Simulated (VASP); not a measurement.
# Tc (P6_3/mmc) in VASP: a series of runs

Tc is run at these levels: r2SCAN; tasks: single point, relaxation of cell and atoms.

Everything below comes from runs of VASP 6.6.1. Logs are shortened: lines on timing, memory, paths and dates and some standing lists are left out, and cuts for length are marked.

## 1. The cell of the first run

Symmetry: P6_3/mmc, No. 194, hexagonal system. Conventional cell: a = 2.733 Å, b = 2.733 Å, c = 4.392 Å, α = 90.00°, β = 90.00°, γ = 120.00°. Within 3.6 Å of Tc (site symmetry -6m2) lie 12 Tc at 2.70 to 2.73 Å.

## 2. Single point, r2SCAN

POSCAR reads:

```
Tc
1.0
    2.7328014699      0.0000000000      0.0000000000
   -1.3664007349      2.3666754964      0.0000000000
    0.0000000000      0.0000000000      4.3915979721
Tc
2
Direct
    0.3333333333      0.6666666667      0.2500000000
    0.6666666667      0.3333333333      0.7500000000
```

INCAR.step1 reads:

```
SYSTEM = Tc
PREC = Accurate ; ENCUT = 520
ISMEAR = -1 ; SIGMA = 0.05
LREAL = .FALSE. ; LASPH = .TRUE.
NELM = 80 ; NBANDS = 20
GGA = PE ; ALGO = Normal
EDIFF = 1E-4 ; LWAVE = .TRUE.
LCHARG = .FALSE.
```

INCAR.step2 reads:

```
SYSTEM = Tc
PREC = Accurate ; ENCUT = 520
EDIFF = 1E-6 ; ISMEAR = -1
SIGMA = 0.05 ; LREAL = .FALSE.
LASPH = .TRUE. ; NELM = 80
ALGO = Normal ; ISIF = 2
LWAVE = .FALSE. ; LCHARG = .TRUE.
METAGGA = R2SCAN ; LMIXTAU = .TRUE.
LELF = .TRUE. ; LVHAR = .TRUE.
NBANDS = 20 ; ISTART = 1
```

KPOINTS reads:

```
regular mesh
0
G
  11 11 6
  0 0 0
```

Potentials or basis: VASP PAW PBE potentials, release 64 (Tc_pv).

Launch:

```sh
cat potpaw_PBE.64/Tc_pv/POTCAR > POTCAR
cp INCAR.step1 INCAR
mpirun -np 1 vasp_std > vasp.out
cp INCAR.step2 INCAR
mpirun -np 1 vasp_std > vasp.out
```

OUTCAR:

```text
SYSTEM = Tc
   PREC = Accurate
   ENCUT = 520
   EDIFF = 1E-6
   ISMEAR = -1
   LREAL = .FALSE.
   LASPH = .TRUE.
   NELM = 80
   ISIF = 2
   METAGGA = R2SCAN
   ISTART = 1

 ion  position               nearest neighbor table
   1  0.333  0.667  0.250-   2 2.70   2 2.70   2 2.70   2 2.70   2 2.70   2 2.70
   2  0.667  0.333  0.750-   1 2.70   1 2.70   1 2.70   1 2.70   1 2.70   1 2.70

  LATTYP: Found a hexagonal cell.
 ALAT       =     2.7328014699
 C/A-ratio  =     1.6069948807

  Lattice vectors:

 A1 = (   2.7328014699,   0.0000000000,   0.0000000000)
 A2 = (  -1.3664007349,   2.3666754964,   0.0000000000)
 A3 = (   0.0000000000,   0.0000000000,   4.3915979721)

Analysis of symmetry for initial positions (statically):
=====================================================================
 Subroutine PRICEL returns:
 Original cell was already a primitive cell.

 Routine SETGRP: Setting up the symmetry group for a
 hexagonal supercell.

 Subroutine GETGRP returns: Found 24 space group operations
 (whereof 12 operations were pure point group operations)
 out of a pool of 24 trial point group operations.

The static configuration has the point symmetry D_3d.
 The point group associated with its full space group is D_6h.

Analysis of symmetry for dynamics (positions and initial velocities):
=====================================================================
 Subroutine PRICEL returns:
 Original cell was already a primitive cell.

 Routine SETGRP: Setting up the symmetry group for a
 hexagonal supercell.

 Subroutine GETGRP returns: Found 24 space group operations
 (whereof 12 operations were pure point group operations)
 out of a pool of 24 trial point group operations.

The dynamic configuration has the point symmetry D_3d.
 The point group associated with its full space group is D_6h.

 Subroutine INISYM returns: Found 24 space group operations
 (whereof 12 operations are pure point group operations),
 and found     1 'primitive' translations

----------------------------------------------------------------------------------------

                                     Primitive cell

  volume of cell :      28.4033

  direct lattice vectors                    reciprocal lattice vectors
     2.732801470  0.000000000  0.000000000     0.365924862  0.211266817  0.000000000
    -1.366400735  2.366675496  0.000000000     0.000000000  0.422533635  0.000000000
     0.000000000  0.000000000  4.391597972     0.000000000  0.000000000  0.227707547

  length of vectors
     2.732801470  2.732801470  4.391597972     0.422533635  0.422533635  0.227707547

  position of ions in fractional coordinates (direct lattice)
     0.333333333  0.666666667  0.250000000
     0.666666667  0.333333333  0.750000000

  ion indices of the primitive-cell ions
   primitive index   ion index
                 1           1
                 2           2

----------------------------------------------------------------------------------------

 KPOINTS: regular mesh

Automatic generation of k-mesh.
 Grid dimensions read from file:
 generate k-points for:   11   11    6

 Generating k-lattice:

  Cartesian coordinates                     Fractional coordinates (reciprocal lattice)
     0.033265897  0.019206074  0.000000000     0.090909091  0.000000000  0.000000000
     0.000000000  0.038412149  0.000000000     0.000000000  0.090909091  0.000000000
     0.000000000  0.000000000  0.037951258     0.000000000  0.000000000  0.166666667

  Length of vectors
     0.038412149  0.038412149  0.037951258

  Shift w.r.t. Gamma in fractional coordinates (k-lattice)
     0.000000000  0.000000000  0.000000000

 Subroutine IBZKPT returns following result:
 ===========================================

 Found     64 irreducible k-points:

 Following reciprocal coordinates:
            Coordinates               Weight
  0.000000  0.000000  0.000000      1.000000
  0.090909  0.000000  0.000000      6.000000
  0.181818 -0.000000  0.000000      6.000000
  0.272727  0.000000  0.000000      6.000000
  0.363636 -0.000000  0.000000      6.000000
  0.454545  0.000000  0.000000      6.000000
[... 16 lines left out ...]
  0.090909  0.090909  0.166667     12.000000
  0.181818  0.090909  0.166667     24.000000
 [... further k-points ...]
   k-points           NKPTS =     64   k-points in BZ     NKDIM =     64   number of bands    NBANDS=     20
   number of dos      NEDOS =    301   number of ions     NIONS =      2
   total plane-waves  NPLWV =  14400
   dimension x,y,z NGX =    20 NGY =   20 NGZ =   36
   dimension x,y,z NGXF=    40 NGYF=   40 NGZF=   72
   ions per type =               2
   NGX,Y,Z   is equivalent  to a cutoff of  12.17, 12.17, 13.63 a.u.
   NGXF,Y,Z  is equivalent  to a cutoff of  24.33, 24.33, 27.26 a.u.
 SYSTEM =  Tc
   PREC   = accura    normal or accurate (medium, high low for compatibility)
   ISTART =      1    job   : 0-new  1-cont  2-samecut
   ICHARG =      0    charge: 1-file 2-atom 10-const
   ISPIN  =      1    spin polarized calculation?
   LNONCOLLINEAR =      F non collinear calculations
   LSORBIT =      F    spin-orbit coupling
   LASPH  =      T    aspherical Exc in radial PAW
   ENCUT  =  520.0 eV  38.22 Ry    6.18 a.u.   5.08  5.08  8.17*2*pi/ulx,y,z
   NELM   =     80;   NELMIN=  2; NELMDL=  0     # of ELM steps
   EDIFF  = 0.1E-05   stopping-criterion for ELM
   LREAL  =      F    real-space projection
   EDIFFG = 0.1E-04   stopping-criterion for IOM
   NSW    =      0    number of steps for IOM
   IBRION =     -1    ionic relax: 0-MD 1-quasi-New 2-CG
   NFREE  =      0    steps in history (QN), initial steepest desc. (CG)
   ISIF   =      2    stress and relaxation
   ISYM   =      2    0-nonsym 1-usesym 2-fastsym
   POTIM  = 0.5000    time-step for ionic-motion
   TEBEG  =    0.0;   TEEND  =   0.0 temperature during run
   PSTRESS=    0.0 pullay stress
   NELECT =      26.0000    total number of electrons
   NUPDOWN=      -1.0000    fix difference up-down
   EMIN   =  10.00;   EMAX   =-10.00  energy-range for DOS
   EFERMI =   0.00;   METHOD = LEGACY
   ISMEAR =    -1;   SIGMA  =   0.05  broadening in eV -4-tet -1-fermi 0-gaus
   EFERMI_NEDOS =   21; number of points for ismear=-14 and -15
   IALGO  =     38    algorithm
   IMIX   =      4    mixing-type and parameters
     AMIX     =   0.40;   BMIX     =  1.00
     AMIX_MAG =   1.60;   BMIX_MAG =  1.00
  volume/ion in A,a.u.               =      14.20        95.84
  Fermi-wavevector in a.u.,A,eV,Ry     =   1.589557  3.003828 34.377732  2.526692
  Thomas-Fermi vector in A             =   2.688388
   LORBIT       =      0    0 simple, 1 ext, 2 COOP (PROOUT), +10 PAW based schemes
   METAGGA = R2SCAN    functional components
   LHFCALC =     F    Hartree Fock is set to
   AEXX    =    0.0000 exact exchange contribution
   IVDW    =     0    specifies the selected vdW correction
   LEPSILON=     F    determine dielectric tensor
   LRPA    =     F    only Hartree local field effects (RPA)
 non-spin polarized calculation
  energy-cutoff  :      520.00
  volume of cell :       28.40
 maximum number of plane-waves:       784
   NGX = 11   NGY = 11   NGZ = 17

 number of electron      25.9999999 magnetization

 Free energy of the ion-electron system (eV)
  ---------------------------------------------------
  ext. energy  EPLUGINS =         0.00000000
  ---------------------------------------------------
  free energy    TOTEN  =       -51.94263469 eV

  energy without entropy =      -51.92746594  energy(sigma->0) =      -51.93505032

 E-fermi :  12.6917     XC(G=0): -15.1689

 val. band max:       12.6896603707   @ k =   0.0909   0.0909   0.0000
 cond. band min:      12.6985733093   @ k =   0.3636   0.2727   0.5000
 fundamental gap:      0.0089129386
 Fermi energy:        12.6916752618

 k-point     1 :       0.0000    0.0000    0.0000
  band No.  band energies     occupation
      1     -28.1089      2.00000
      2     -26.8875      2.00000
      3     -26.8875      2.00000
      4     -26.6855      2.00000
      5     -26.6855      2.00000
      6     -26.6428      2.00000
[... 12 lines left out ...]
     19      24.4126      0.00000
     20      27.6630      0.00000

 k-point     2 :       0.0909    0.0000    0.0000
  band No.  band energies     occupation
      1     -28.0718      2.00000
      2     -26.9716      2.00000
      3     -26.9145      2.00000
      4     -26.7727      2.00000
      5     -26.6971      2.00000
      6     -26.6583      2.00000
[... 12 lines left out ...]
     19      24.3628      0.00000
     20      28.3007      0.00000

 k-point     3 :       0.1818   -0.0000    0.0000
  band No.  band energies     occupation
      1     -27.9666      2.00000
      2     -27.1974      2.00000
      3     -26.9998      2.00000
      4     -26.9844      2.00000
      5     -26.7308      2.00000
      6     -26.7051      2.00000
[... 12 lines left out ...]
     19      24.1595      0.00000
     20      29.3823      0.00000

 k-point     4 :       0.2727    0.0000    0.0000
  band No.  band energies     occupation
      1     -27.8109      2.00000
      2     -27.4914      2.00000
      3     -27.2832      2.00000
      4     -27.0715      2.00000
      5     -26.7837      2.00000
      6     -26.7780      2.00000
[... 12 lines left out ...]
     19      23.8352      0.00000
     20      27.6140      0.00000

 k-point     5 :       0.3636   -0.0000    0.0000
  band No.  band energies     occupation
      1     -27.7591      2.00000
      2     -27.6354      2.00000
      3     -27.5318      2.00000
      4     -27.1484      2.00000
      5     -26.8878      2.00000
      6     -26.8232      2.00000
[... 12 lines left out ...]
     19      24.0294      0.00000
     20      25.0118      0.00000
[... 353 lines left out ...]
      6     -26.8455      2.00000
[... 12 lines left out ...]
     19      25.1211      0.00000
     20      26.0853      0.00000

 k-point    22 :       0.4545    0.0000    0.1667
  band No.  band energies     occupation
      1     -27.9745      2.00000
      2     -27.7490      2.00000
      3     -27.3827      2.00000
      4     -27.1706      2.00000
      5     -26.9592      2.00000
      6     -26.8742      2.00000
[... 12 lines left out ...]
     19      24.5841      0.00000
     20      25.6636      0.00000

 k-point    23 :       0.0909    0.0909    0.1667
  band No.  band energies     occupation
      1     -27.9291      2.00000
      2     -27.0838      2.00000
      3     -27.0304      2.00000
      4     -26.9198      2.00000
      5     -26.7491      2.00000
      6     -26.7259      2.00000
[... 12 lines left out ...]
     19      25.5157      0.00000
     20      28.7714      0.00000

 k-point    24 :       0.1818    0.0909    0.1667
  band No.  band energies     occupation
      1     -27.8366      2.00000
      2     -27.3130      2.00000
      3     -27.2502      2.00000
      4     -27.0189      2.00000
      5     -26.8127      2.00000
      6     -26.7683      2.00000
[... 12 lines left out ...]
     19      25.4985      0.00000
     20      29.0244      0.00000

 [... further k-points ...]

------------------------ aborting loop because EDIFF is reached ----------------------------------------

  FORCE on cell =-STRESS in cart. coord.  units (eV):
  Direction    XX          YY          ZZ          XY          YZ          ZX
  --------------------------------------------------------------------------------------
  -------------------------------------------------------------------------------------
  Total        0.0742998      0.0742998      0.1086146      0.0000000      0.0000000     -0.0000000
  in kB        4.1911088      4.1911088      6.1267420      0.0000000      0.0000000     -0.0000000
  external PRESSURE =       4.8363198 kB  Pullay stress =       0.0000000 kB

 VOLUME and BASIS-vectors are now :
 -----------------------------------------------------------------------------
  energy-cutoff  :      520.00
  volume of cell :       28.40
      direct lattice vectors                 reciprocal lattice vectors
     2.732801470  0.000000000  0.000000000     0.365924862  0.211266817  0.000000000
    -1.366400735  2.366675496  0.000000000     0.000000000  0.422533635  0.000000000
     0.000000000  0.000000000  4.391597972     0.000000000  0.000000000  0.227707547

 POSITION                                       TOTAL-FORCE (eV/Angst)
 -----------------------------------------------------------------------------------
     -0.00000      1.57778      1.09790        -0.000000      0.000000      0.000000
      1.36640      0.78889      3.29370         0.000000     -0.000000      0.000000
 -----------------------------------------------------------------------------------
    total drift:                                0.000000     -0.000000      0.000000

  FREE ENERGIE OF THE ION-ELECTRON SYSTEM (eV)
  ---------------------------------------------------
  free  energy   TOTEN  =       -51.9426346912 eV

  energy  without entropy=      -51.9274659439  energy(sigma->0) =      -51.93505032
```

It took 2.1 min on 1 thread of Intel Xeon 8259CL, shared host; peak memory 0.17 GiB.

What came out:

- Free energy: -51.9426 eV
- Pressure: 0.5 GPa
- Band gap on the k mesh: zero (bands 13 and 14 overlap by 3.28 eV)

Stress tensor (GPa, compression positive):
```
0.42 0.00 0.00
0.00 0.42 0.00
0.00 0.00 0.61
```

Levels at points of the mesh, in eV from the Fermi level:
```
           k point  band 11  band 12  band 13  band 14  band 15  band 16
(0.00, 0.00, 0.00)    -1.57    -0.86    -0.86    -0.09    -0.09     1.67
(0.00, 0.00, 0.50)    -1.74    -1.74    -1.74    -1.74     1.99     1.99
```

Caveat: the PAW data sets were made with another functional, which shifts forces and pressure a little.

## 3. Relaxation of cell and atoms, r2SCAN

This run uses another cell than the first one, of 14.30 Å³/atom.

POSCAR reads:

```
Tc
1.0
    2.7400000000      0.0000000000      0.0000000000
   -1.3700000000      2.3729100000      0.0000000000
    0.0000000000      0.0000000000      4.3980000000
Tc
2
Direct
    0.3333333333      0.6666666667      0.2500000000
    0.6666666667      0.3333333333      0.7500000000
```

INCAR.step1 reads:

```
SYSTEM = Tc
  PREC = Accurate
  ENCUT = 600
  ISMEAR = -1
  SIGMA = 0.05
  LREAL = .False.
  LASPH = .True.
  NELM = 80
  GGA = PE
  ALGO = Normal
  EDIFF = 1E-4
  LWAVE = .True.
  LCHARG = .False.
```

INCAR.step2 reads:

```
SYSTEM = Tc
  PREC = Accurate
  ENCUT = 600
  EDIFF = 1E-7
  ISMEAR = -1
  SIGMA = 0.05
  LREAL = .False.
  LASPH = .True.
  NELM = 80
  ALGO = Normal
  ISIF = 3
  LWAVE = .False.
  LCHARG = .False.
  METAGGA = R2SCAN
  LMIXTAU = .True.
  IBRION = 2
  NSW = 60
  EDIFFG = -0.03
  ISTART = 1
```

KPOINTS reads:

```
Automatic mesh
0
Gamma
  11 11 6
  0 0 0
```

Potentials or basis: VASP PAW PBE potentials, release 64 (Tc_pv).

Launch:

```sh
cat potpaw_PBE.64/Tc_pv/POTCAR > POTCAR
cp INCAR.step1 INCAR
mpirun -np 1 vasp_std > vasp.out
cp INCAR.step2 INCAR
mpirun -np 1 vasp_std > vasp.out
```

Wall time 7.7 min (1 thread of Intel Xeon 8259CL, shared host); peak memory 0.19 GiB.

Results (log left out):

| Item | Value |
| --- | --- |
| Free energy | -51.9443 eV |
| Relaxed volume | 14.23 Å³/atom |
| Relaxed cell | a = 2.735 Å, b = 2.735 Å, c = 4.393 Å, α = 90.00°, β = 90.00°, γ = 120.00° |
| Space group after relaxing (to 0.1 Å) | P6_3/mmc (No. 194) |
| Energy gained by relaxing | 0.3 meV/atom |
| Ionic steps | 3 |
| Pressure after relaxing | 0.0 GPa |
| Band gap on the k mesh | zero (bands 13 and 14 overlap by 3.27 eV) |

Stress tensor (GPa, compression positive):
```
-0.09  0.00  0.00
 0.00 -0.09  0.00
 0.00  0.00  0.29
```

The path:
```
step  energy change (eV)  largest force (eV/Å)  pressure (GPa)  volume (Å³)
   1              0.0000                0.0000           -1.39        28.59
   2              0.0047                0.0000            4.51        28.09
   3             -0.0006                0.0000            0.04        28.47
```

Final structure:
```
CELL_PARAMETERS angstrom
2.73538 0.00000 0.00000
-1.36769 2.36891 0.00000
0.00000 0.00000 4.39312
ATOMIC_POSITIONS crystal
Tc 0.33333 0.66667 0.25000
Tc 0.66667 0.33333 0.75000
```

Levels at points of the mesh, in eV from the Fermi level:
| k point | band 10 | band 11 | band 12 | band 13 | band 14 | band 15 | band 16 | band 17 |
| --- | --- | --- | --- | --- | --- | --- | --- | --- |
| (0.00, 0.00, 0.00) | -1.60 | -1.56 | -0.86 | -0.86 | -0.09 | -0.09 | 1.67 | 2.70 |
| (0.00, 0.00, 0.50) | -2.00 | -1.74 | -1.74 | -1.74 | -1.74 | 1.99 | 1.99 | 1.99 |

Caveat: the PAW data sets were made with another functional, which shifts forces and pressure a little.
